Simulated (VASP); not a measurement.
Wanted: the native input for a VASP 6.6.1 run.

| Item | Value |
| --- | --- |
| Task | single point |
| Functional | PBE |
| Potentials or basis | VASP PAW PBE potentials, release 64 (Zr_sv) |
| Cutoff | 520 eV |
| k mesh | 15 × 15 × 8 |
| Occupations | gaussian, width 0.1 eV |
| Spin | no spin polarisation |
| Dipole correction | no |
| Further INCAR settings | ALGO = Normal; EDIFF = 1e-07; NBANDS = 19 |

The structure of Zr lies in POSCAR:

```
Zr
1.0
    3.2318908719      0.0000000000      0.0000000000
   -1.6159454359      2.7988995974      0.0000000000
    0.0000000000      0.0000000000      5.1700808457
Zr
2
Direct
    0.3333333333      0.6666666667      0.2500000000
    0.6666666667      0.3333333333      0.7500000000
```

These files were run (other wordings do the same):

INCAR

```
  ALGO = Normal
  EDIFF = 1E-7
  ENCUT = 520
  GGA = PE
  ISIF = 2
  ISMEAR = 0
  LASPH = True
  LCHARG = False
  LREAL = False
  LWAVE = False
  NBANDS = 19
  NELM = 80
  PREC = Accurate
  SIGMA = 0.1
```

KPOINTS

```
k-points
0
Gamma
  15 15 8
```

Potentials or basis: VASP PAW PBE potentials, release 64 (Zr_sv).

Command:

```sh
$ cat potpaw_PBE.64/Zr_sv/POTCAR > POTCAR
$ mpirun -np 1 vasp_std > vasp.out
```

It gave:

- Pressure: 0.0 GPa
- Band gap on the k mesh: zero (band 12 reaches 9.82 eV, above the bottom of band 13 at 8.64 eV)

Wall time 80 s on 1 thread of Intel(R) Xeon(R) Platinum 8259CL CPU @ 2.50GHz (Skylake/Cascade Lake), on a shared host, peak memory 0.22 GiB.
